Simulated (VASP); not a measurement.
The system is Co.

```
Co
1.0
    -2.19998    2.19998    1.20119
     2.19998   -2.19998    1.20119
     2.19998    2.19998   -1.20119
Co
2
Direct
  0.00000 0.00000 0.00000
  0.75000 0.25000 0.50000
```

```yaml
Program: VASP 6.6.1
Task: relaxation of cell and atoms
Functional: PBEsol
Potentials_or_basis: VASP PAW PBE potentials, release 64 (Co)
Cutoff: 600 eV
k_mesh: 15 × 15 × 10
Occupations: fermi-dirac, width 0.1 eV
Spin: no spin polarisation
```

At the start: pressure -14.3 GPa; volume 11.63 Å³/atom.

Task: Where does the relaxation end?

Result: Over 8 steps the energy falls by 50.7 meV/atom and the volume is 10.80 Å³/atom (-7.1 %); space group I4_1/amd (No. 141, to 0.1 Å) before and after.

Step by step:
| step | energy change (eV) | largest force (eV/Å) | pressure (GPa) | volume (Å³) |
| --- | --- | --- | --- | --- |
| 1 | 0.0000 | 0.0001 | -14.31 | 23.25 |
| 2 | 0.0098 | 0.0012 | 22.84 | 19.92 |
| 3 | -0.0951 | 0.0005 | 0.80 | 21.52 |
| 4 | -0.0951 | 0.0005 | 1.23 | 21.49 |
| 5 | -0.1014 | 0.0003 | 0.42 | 21.57 |
| 6 | -0.1014 | 0.0003 | 0.41 | 21.57 |
| 7 | -0.1014 | 0.0002 | -0.47 | 21.65 |
| 8 | -0.1014 | 0.0003 | 0.06 | 21.61 |

Final structure:
```
CELL_PARAMETERS angstrom
-2.11853 2.11849 1.20375
2.11849 -2.11853 1.20375
2.11848 2.11848 -1.20381
ATOMIC_POSITIONS crystal
Co 0.99999 0.00001 0.00000
Co 0.75001 0.24999 0.50000
```

Caveat: the PAW data sets were made with another functional, which shifts forces and pressure a little; the run has no spin polarisation, though such a crystal can be magnetic.
